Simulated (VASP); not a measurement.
# KMgF3 (Amm2) in VASP: single point with LDA

Aim: the single point of KMgF3 with LDA.

All numbers are computed with VASP 6.6.1; they aren't measurements. Logs are shortened: lines on timing, memory, paths and dates and some standing lists are left out, and cuts for length are marked.

**1. The cell of the first run**

The structure is orthorhombic, space group Amm2 (No. 38). Conventional cell: a = 3.986 Å, b = 5.637 Å, c = 5.637 Å, α = 90.00°, β = 90.00°, γ = 90.00°. Within 3.6 Å of K (site symmetry mm2) lie 12 F at 2.76 to 2.88 Å and 8 Mg at 3.45 Å. Mg (site symmetry mm2) has 6 F at 1.95 to 2.04 Å within 2.6 Å. Within 2.6 Å of F (site symmetry mm2) lie 2 Mg at 1.99 Å. Within 2.6 Å of F (site symmetry m) lie 2 Mg at 1.95 to 2.04 Å.

**2. Single point, LDA**

INCAR reads:

```
SYSTEM = KMgF3
ALGO = Normal ; EDIFF = 1E-6
ENCUT = 520 ; ISIF = 2
ISMEAR = 0 ; LASPH = .True.
LCHARG = .False. ; LREAL = .False.
LWAVE = .False. ; NBANDS = 24
NELM = 80 ; PREC = Accurate
SIGMA = 0.05
```

KPOINTS reads:

```
k-points
0
Gamma
  6 6 6
  0 0 0
```

POSCAR reads:

```
KMgF3
1.0
    3.9859000000      0.0000000000      0.0000000000
    0.0000000000      3.9859000000      0.0000000000
    0.0000000000      0.0000000000      3.9859000000
K Mg F
1 1 3
Direct
    0.5000000000      0.5000000000      0.5000000000
    0.0000000000      0.0000000000      0.0000000000
    0.5000000000     -0.0110876273     -0.0110876273
    0.0000000000      0.4889123727     -0.0110876273
    0.0000000000     -0.0110876273      0.4889123727
```

Potentials or basis: VASP PAW LDA potentials, release 64 (K_sv, Mg, F).

Run with:

```sh
$ cat potpaw_LDA.64/K_sv/POTCAR potpaw_LDA.64/Mg/POTCAR potpaw_LDA.64/F/POTCAR > POTCAR
$ mpirun -np 1 vasp_std > vasp.out
```

OUTCAR:

```text
SYSTEM = KMgF3
   EDIFF = 1E-6
   ENCUT = 520
   ISIF = 2
   ISMEAR = 0
   LASPH = .True.
   LREAL = .False.
   NELM = 80
   PREC = Accurate

 ion  position               nearest neighbor table
   1  0.500  0.500  0.500-   3 2.76   4 2.79   5 2.79   4 2.79   5 2.79   3 2.82   3 2.82   4 2.85
                             5 2.85   4 2.85   5 2.85   2 3.45   2 3.45   2 3.45   2 3.45   2 3.45
   2  0.000  0.000  0.000-   4 1.95   5 1.95   3 1.99   3 1.99   4 2.04   5 2.04   1 3.45   1 3.45
                             1 3.45   1 3.45   1 3.45   1 3.45   1 3.45   1 3.45
   3  0.500  0.989  0.989-   2 1.99   2 1.99   1 2.76   1 2.82   1 2.82
   4  0.000  0.489  0.989-   2 1.95   2 2.04   1 2.79   1 2.79   1 2.85   1 2.85
   5  0.000  0.989  0.489-   2 1.95   2 2.04   1 2.79   1 2.79   1 2.85   1 2.85

  LATTYP: Found a simple cubic cell.
 ALAT       =     3.9859000000

  Lattice vectors:

 A1 = (   3.9859000000,   0.0000000000,   0.0000000000)
 A2 = (   0.0000000000,   3.9859000000,   0.0000000000)
 A3 = (   0.0000000000,   0.0000000000,   3.9859000000)

Analysis of symmetry for initial positions (statically):
=====================================================================
 Subroutine PRICEL returns:
 Original cell was already a primitive cell.

 Routine SETGRP: Setting up the symmetry group for a
 simple cubic supercell.

 Subroutine GETGRP returns: Found  4 space group operations
 (whereof  4 operations were pure point group operations)
 out of a pool of 48 trial point group operations.

The static configuration has the point symmetry C_2v.

Analysis of symmetry for dynamics (positions and initial velocities):
=====================================================================
 Subroutine PRICEL returns:
 Original cell was already a primitive cell.

 Routine SETGRP: Setting up the symmetry group for a
 simple cubic supercell.

 Subroutine GETGRP returns: Found  4 space group operations
 (whereof  4 operations were pure point group operations)
 out of a pool of 48 trial point group operations.

The dynamic configuration has the point symmetry C_2v.

 Subroutine INISYM returns: Found  4 space group operations
 (whereof  4 operations are pure point group operations),
 and found     1 'primitive' translations

[... 90 lines left out ...]
 SYSTEM =  KMgF3
   PREC   = accura    normal or accurate (medium, high low for compatibility)
   ISTART =      0    job   : 0-new  1-cont  2-samecut
   ICHARG =      2    charge: 1-file 2-atom 10-const
   ISPIN  =      1    spin polarized calculation?
   LNONCOLLINEAR =      F non collinear calculations
   LSORBIT =      F    spin-orbit coupling
   LASPH  =      T    aspherical Exc in radial PAW
   ENCUT  =  520.0 eV  38.22 Ry    6.18 a.u.   7.41  7.41  7.41*2*pi/ulx,y,z
   NELM   =     80;   NELMIN=  2; NELMDL= -5     # of ELM steps
   EDIFF  = 0.1E-05   stopping-criterion for ELM
   LREAL  =      F    real-space projection
   EDIFFG = 0.1E-04   stopping-criterion for IOM
   NSW    =      0    number of steps for IOM
   IBRION =     -1    ionic relax: 0-MD 1-quasi-New 2-CG
   NFREE  =      0    steps in history (QN), initial steepest desc. (CG)
   ISIF   =      2    stress and relaxation
   ISYM   =      2    0-nonsym 1-usesym 2-fastsym
   POTIM  = 0.5000    time-step for ionic-motion
   TEBEG  =    0.0;   TEEND  =   0.0 temperature during run
   PSTRESS=    0.0 pullay stress
   NELECT =      32.0000    total number of electrons
   NUPDOWN=      -1.0000    fix difference up-down
   EMIN   =  10.00;   EMAX   =-10.00  energy-range for DOS
   EFERMI =   0.00;   METHOD = LEGACY
   ISMEAR =     0;   SIGMA  =   0.05  broadening in eV -4-tet -1-fermi 0-gaus
   EFERMI_NEDOS =   21; number of points for ismear=-14 and -15
   IALGO  =     38    algorithm
   IMIX   =      4    mixing-type and parameters
     AMIX     =   0.40;   BMIX     =  1.00
     AMIX_MAG =   1.60;   BMIX_MAG =  1.00
  volume/ion in A,a.u.               =      12.67        85.47
  Fermi-wavevector in a.u.,A,eV,Ry     =   1.303962  2.464132 23.134232  1.700318
  Thomas-Fermi vector in A             =   2.434930
   LORBIT       =      0    0 simple, 1 ext, 2 COOP (PROOUT), +10 PAW based schemes
   GGA     = CA    functional components
   LHFCALC =     F    Hartree Fock is set to
   AEXX    =    0.0000 exact exchange contribution
   IVDW    =     0    specifies the selected vdW correction
   LEPSILON=     F    determine dielectric tensor
   LRPA    =     F    only Hartree local field effects (RPA)
 non-spin polarized calculation
 Gauss-broadening in eV      SIGMA  =   0.05
  energy-cutoff  :      520.00
  volume of cell :       63.33
 maximum number of plane-waves:      1743
 NGX is ok and might be reduce to    30
   NGX = 15   NGY = 15   NGZ = 15

 number of electron      31.9999991 magnetization

 Free energy of the ion-electron system (eV)
  ---------------------------------------------------
  ext. energy  EPLUGINS =         0.00000000
  ---------------------------------------------------
  free energy    TOTEN  =       -27.05058088 eV

  energy without entropy =      -27.05058088  energy(sigma->0) =      -27.05058088

 E-fermi :  -1.7262     XC(G=0): -10.4075

 val. band max:       -1.9956026422   @ k =   0.5000   0.5000   0.5000
 cond. band min:       4.9583618715   @ k =   0.0000   0.0000   0.0000
 fundamental gap:      6.9539645137
 Fermi energy:        -1.7262429096

 k-point     1 :       0.0000    0.0000    0.0000
  band No.  band energies     occupation
      1     -27.1635      2.00000
      2     -21.7224      2.00000
      3     -21.0295      2.00000
      4     -21.0254      2.00000
      5     -10.9063      2.00000
      6     -10.9062      2.00000
[... 637 lines left out ...]
     23      12.0557      0.00000
     24      12.2851      0.00000

 [... further k-points ...]
[... 5 lines left out ...]
  --------------------------------------------------------------------------------------
  -------------------------------------------------------------------------------------
  Total       -2.0777178     -1.9649608     -1.9649608     -0.0000000     -0.0116496      0.0000000
  in kB      -52.5675766    -49.7147527    -49.7147527     -0.0000000     -0.2947416      0.0000000
  external PRESSURE =     -50.6656940 kB  Pullay stress =       0.0000000 kB

 VOLUME and BASIS-vectors are now :
 -----------------------------------------------------------------------------
  energy-cutoff  :      520.00
  volume of cell :       63.33
      direct lattice vectors                 reciprocal lattice vectors
     3.985900000  0.000000000  0.000000000     0.250884367  0.000000000  0.000000000
     0.000000000  3.985900000  0.000000000     0.000000000  0.250884367  0.000000000
     0.000000000  0.000000000  3.985900000     0.000000000  0.000000000  0.250884367

 POSITION                                       TOTAL-FORCE (eV/Angst)
 -----------------------------------------------------------------------------------
      1.99295      1.99295      1.99295         0.000000     -0.030819     -0.030819
      0.00000      0.00000      0.00000         0.000000     -0.338269     -0.338269
      1.99295      3.94171      3.94171         0.000000      0.046973      0.046973
      0.00000      1.94876      3.94171         0.000000      0.277071      0.045044
      0.00000      3.94171      1.94876         0.000000      0.045044      0.277071
 -----------------------------------------------------------------------------------
    total drift:                                0.000000      0.001839      0.001839

  FREE ENERGIE OF THE ION-ELECTRON SYSTEM (eV)
  ---------------------------------------------------
  free  energy   TOTEN  =       -27.0505808752 eV

  energy  without entropy=      -27.0505808752  energy(sigma->0) =      -27.05058088
```

It took 32 s on 1 thread of Intel Xeon Platinum 8488C (Sapphire Rapids), shared host; peak memory 0.19 GiB.

Results:

- Free energy: -27.0506 eV
- Pressure: -5.1 GPa
- Largest force: 0.478 eV/Å
- Band gap on the k mesh: 6.95 eV (least direct gap 7.28 eV)

Forces on the atoms (eV/Å):
```
K    0.000 -0.031 -0.031
Mg   0.000 -0.338 -0.338
F    0.000  0.047  0.047
F    0.000  0.277  0.045
F    0.000  0.045  0.277
```

Caveat: the cell differs from its parent crystal (all F atoms moved +0.062 Å, as atom 3 towards its neighbour atom 1 (K) at 2.818 Å); the cell stands under tension.
